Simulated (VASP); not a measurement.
Wanted: the native input for a VASP 6.6.1 run.

```yaml
Task: single point
Functional: PBE
Potentials_or_basis: VASP PAW PBE potentials, release 64 (Sc_sv, Al, N)
Cutoff: 520 eV
k_mesh: 4 × 4 × 4
Occupations: gaussian, width 0.1 eV
Spin: collinear spin, ferromagnetic start
Starting_moments: "[0.0, 0.0, 1.0, 1.0] μB"
Dipole_correction: no
Further_INCAR_settings: ALGO = Normal; EDIFF = 1e-07; NBANDS = 24
```

The structure of ScAlN2 lies in POSCAR:

```
ScAlN2
1.0
    2.3729915100     -3.2627756800      0.0000000000
    2.3729915100      3.2627756800      0.0000000000
    0.0000000000      0.0000000000      4.3260742200
Sc Al N
1 1 2
Direct
    0.5000000000      0.5000000000      0.5000000000
    0.0000000000      0.0000000000      0.5000000000
    0.3274902400      0.3274902400      0.0000000000
    0.6725097600      0.6725097600      0.0000000000
```

The cell was built from a structure type or drawn by symmetry, and may not be a known phase.

One way to write it, as run:

INCAR

```
SYSTEM = ScAlN2
PREC = Accurate
ENCUT = 520
EDIFF = 1E-7
ISMEAR = 0
SIGMA = 0.1
LREAL = .FALSE.
LASPH = .TRUE.
NELM = 150
ALGO = Normal
ISIF = 2
LWAVE = .FALSE.
LCHARG = .FALSE.
ISPIN = 2
MAGMOM = 0 0 1 1
LORBIT = 11
LMAXMIX = 4
GGA = PE
NBANDS = 24
```

KPOINTS

```
regular mesh
0
G
  4 4 4
  0 0 0
```

Potentials or basis: VASP PAW PBE potentials, release 64 (Sc_sv, Al, N).

The run is started by

```bash
$ cat potpaw_PBE.64/Sc_sv/POTCAR potpaw_PBE.64/Al/POTCAR potpaw_PBE.64/N/POTCAR > POTCAR
$ mpirun -np 1 vasp_std > vasp.out
```

Results of the run:

The pressure is -7.2 GPa. The largest force is 5.048 eV/Å, the band gap on the k mesh is zero (filled and empty bands overlap) and the net moment is -0.02 μB per cell. The site moments are Sc -0.11; Al -0.03; N +0.07 μB and the valence electrons inside the program's atomic spheres are Sc 9.64; Al 0.82; N 3.46.

Caveat: the k points lie up to 0.41 Å⁻¹ apart, too coarse for converged energies and pressures of a metal; forces of over 1 eV/Å act on the atoms, so gaps and moduli don't describe the material at rest.

Run time: 2.1 min on 1 thread of Intel Xeon 8259CL (shared host), peak memory 0.22 GiB.
